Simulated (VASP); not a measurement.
Wanted: the native input for a VASP 6.6.1 run.

* Task: single point
* Functional: PBE
* Potentials or basis: VASP PAW PBE potentials, release 64 (Cd, Se, S)
* Cutoff: 520 eV
* k mesh: 4 × 4 × 4
* Occupations: gaussian, width 0.1 eV
* Spin: no spin polarisation
* Dipole correction: no
* Further INCAR settings: ALGO = Normal; EDIFF = 1e-06; NBANDS = 26

The structure of CdSeS3 lies in POSCAR:

```
CdSeS3
1.0
    5.0075601700      0.0000000000      0.0000000000
    0.0000000000      5.0075601700      0.0000000000
    0.0000000000      0.0000000000      5.0075601700
Cd Se S
1 1 3
Direct
    0.0000000000      0.0000000000      0.0000000000
    0.5000000000      0.5000000000      0.5000000000
    0.0000000000      0.0000000000      0.5000000000
    0.0000000000      0.5000000000      0.0000000000
    0.5000000000      0.0000000000      0.0000000000
```

The input as run:

INCAR

```
SYSTEM = CdSeS3
PREC = Accurate
ENCUT = 520
EDIFF = 1E-6
ISMEAR = 0
SIGMA = 0.1
LREAL = .False.
LASPH = .True.
NELM = 80
ALGO = Normal
ISIF = 2
LWAVE = .False.
LCHARG = .False.
GGA = PE
NBANDS = 26
```

KPOINTS

```
regular mesh
0
Gamma
  4 4 4
  0 0 0
```

Potentials or basis: VASP PAW PBE potentials, release 64 (Cd, Se, S).

The run is started by

```bash
$ cat potpaw_PBE.64/Cd/POTCAR potpaw_PBE.64/Se/POTCAR potpaw_PBE.64/S/POTCAR > POTCAR
$ mpirun -np 1 vasp_std > vasp.out
```

Results of the run:

```yaml
Pressure: -1.5 GPa
Band_gap_on_the_k_mesh: zero (band 18 reaches 2.32 eV, above the bottom of band 19 at 1.15 eV)
```

Wall time 17 s on 1 thread of Intel(R) Xeon(R) 6975P-C (Granite Rapids) (shared host), peak memory 0.25 GiB.
